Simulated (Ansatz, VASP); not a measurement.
## Two plane-wave programs on CsSnI3

Contents of INCAR:

```
SYSTEM = CsSnI3
ALGO = Normal
EDIFF = 1E-6
EDIFFG = -0.01
ENCUT = 600
GGA = CA
IBRION = 2
ISIF = 3
ISMEAR = -1
LASPH = .TRUE.
LCHARG = .FALSE.
LREAL = .FALSE.
LWAVE = .FALSE.
NELM = 100
NSW = 60
PREC = Accurate
SIGMA = 0.05
```

Contents of KPOINTS:

```
k-points
0
G
  5 5 5
  0 0 0
```

Contents of POSCAR:

```
CsSnI3
1.0
    6.2057000000      0.0000000000      0.0000000000
    0.0000000000      6.2057000000      0.0000000000
    0.0000000000      0.0000000000      6.2057000000
Cs I Sn
1 3 1
Direct
    0.0000000000      0.0000000000      0.0000000000
    0.5000000000      0.5000000000      0.0000000000
    0.5000000000      0.0000000000      0.5000000000
    0.0000000000      0.5000000000      0.5000000000
    0.5000000000      0.5000000000      0.5000000000
```

Contents of input.yaml:

```yaml
crystal:
  lattice:
    - [6.2057, 0.0, 0.0]
    - [0.0, 6.2057, 0.0]
    - [0.0, 0.0, 6.2057]
  atoms:
    - { symbol: Cs, position: [0.0, 0.0, 0.0] }
    - { symbol: I, position: [0.5, 0.5, 0.0] }
    - { symbol: I, position: [0.5, 0.0, 0.5] }
    - { symbol: I, position: [0.0, 0.5, 0.5] }
    - { symbol: Sn, position: [0.5, 0.5, 0.5] }
hamiltonian:
  xc: lda
  pseudopotentials: { kind: paw }
kpoints:
  mp_grid: { grid: [5, 5, 5] }
scf:
  occupations: { method: fermi_dirac, width: 0.05 }
output:
  forces: true
  stress: true
relax:
  f_tol: 0.01
  max_steps: 40
  cell: { stress_tol: 0.05 }
```

Alike in both runs: task relaxation of cell and atoms; functional LDA; k mesh 5 × 5 × 5; occupations fermi-dirac, width 0.05 eV; no spin polarisation.

```csv
,VASP,Ansatz
version,VASP 6.6.1,Ansatz 0.2.0
potentials or method,"VASP PAW LDA potentials, release 64 (Cs_sv, I, Sn_d)",Ansatz PAW
plane-wave cutoff (eV),600,420
valence electrons in the cell,44,74
```

|  | VASP | Ansatz | Ansatz less VASP |
| --- | --- | --- | --- |
| relaxed volume (Å³/atom) | 43.74 | 43.66 | -0.084 |
| relaxed length of the cell vector where the two differ most in proportion (Å) | 6.025 | 6.021 | -0.0039 |

LDA's correlation is that of Perdew and Zunger in VASP and of Perdew and Wang (1992) in Ansatz. VASP's potentials hold 44 valence electrons a cell and Ansatz's 74, so a difference there can come from the potentials and not from the codes.

Spin-orbit coupling is off throughout. Noted on Ansatz's run: odd divisions of the mesh miss points on the zone boundary, where band edges often lie, so the gap on the mesh can be too wide; the plane-wave basis is chosen anew once the cell has moved, so the energies of steps on either side of that aren't comparable.
